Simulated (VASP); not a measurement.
Input of a VASP 6.6.1 run:

The input INCAR:

```
  PREC = Accurate
  ENCUT = 520
  EDIFF = 1E-6
  ISMEAR = 0
  SIGMA = 0.01
  LREAL = F
  LASPH = T
  NELM = 60
  ALGO = Normal
  ISIF = 2
  LWAVE = F
  LCHARG = F
  NBANDS = 16
```

File KPOINTS:

```
Automatic mesh
0
Gamma
  6 6 6
```

File POSCAR:

```
ZnSe
1.0
    0.0000000000      2.8324206848      2.8324206848
    2.8324206848      0.0000000000      2.8324206848
    2.8324206848      2.8324206848      0.0000000000
Zn Se
1 1
Direct
    0.0000000000      0.0000000000      0.0000000000
    0.2500000000      0.2500000000      0.2500000000
```

Potentials or basis: VASP PAW LDA potentials, release 64 (Zn, Se).

Command:

```bash
$ cat potpaw_LDA.64/Zn/POTCAR potpaw_LDA.64/Se/POTCAR > POTCAR
$ mpirun -np 1 vasp_std > vasp.out
```

Estimate the band gap on the k mesh.

1.07 eV, direct.

What does it give for the pressure?

-3.0 GPa.
